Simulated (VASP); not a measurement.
Input of a VASP 6.6.1 run:

File INCAR:

```
  ALGO = Normal
  EDIFF = 1E-6
  ENCUT = 520
  GGA = CA
  ISIF = 2
  ISMEAR = -1
  LASPH = True
  LCHARG = True
  LELF = True
  LREAL = False
  LVHAR = True
  LWAVE = False
  NBANDS = 8
  NELM = 60
  PREC = Accurate
  SIGMA = 0.1
```

Contents of KPOINTS:

```
k-points
0
Gamma
  22 22 22
```

The input POSCAR:

```
C
1.0
   -1.0618864174      1.0618864174      1.0618864174
    1.0618864174     -1.0618864174      1.0618864174
    1.0618864174      1.0618864174     -1.0618864174
C
1
Direct
    0.0000000000      0.0000000000      0.0000000000
```

Potentials or basis: VASP PAW LDA potentials, release 64 (C).

Command:

```bash
$ cat potpaw_LDA.64/C/POTCAR > POTCAR
$ mpirun -np 1 vasp_std > vasp.out
```

(1) Estimate the pressure.

(2) What does it give for the band gap on the k mesh?

Answers

(1) 107.4 GPa.

(2) zero (band 2 reaches 26.28 eV, above the bottom of band 3 at 9.14 eV).
